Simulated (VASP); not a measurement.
CaOsO3, 5 atoms in the cell. It takes space group Pm-3m (No. 221, cubic). The conventional cell has a = 3.952 Å, b = 3.952 Å, c = 3.952 Å, α = 90.00°, β = 90.00°, γ = 90.00°. Within 3.7 Å of Ca (site symmetry m-3m) lie 12 O at 2.79 Å and 8 Os at 3.42 Å. Os (site symmetry m-3m) has 6 O at 1.98 Å within 2.6 Å. O (site symmetry 4/mmm) has 2 Os at 1.98 Å within 2.6 Å. 

```yaml
Program: VASP 6.6.1
Task: single point
Functional: LDA
Potentials_or_basis: VASP PAW LDA potentials, release 64 (Ca_sv, Os, O)
Cutoff: 520 eV
k_mesh: 5 × 5 × 5
Occupations: fermi-dirac, width 0.05 eV
Spin: no spin polarisation
Dipole_correction: no
Further_INCAR_settings: ALGO = Normal; EDIFF = 1e-06; NBANDS = 26
```

Potentials or basis: VASP PAW LDA potentials, release 64 (Ca_sv, Os, O).

Launch:

```bash
$ cat potpaw_LDA.64/Ca_sv/POTCAR potpaw_LDA.64/Os/POTCAR potpaw_LDA.64/O/POTCAR > POTCAR
$ mpirun -np 1 vasp_std > vasp.out
```

Hardware: 1 thread of AMD EPYC 9R45 (Zen 5), with other jobs on the host.

Task: Estimate the wall time of this run.

Result: Wall time 8.4 s on 1 thread of AMD EPYC 9R45 (Zen 5), on a shared host, peak memory 0.12 GiB. Counts: scf iterations 13, k points 10.
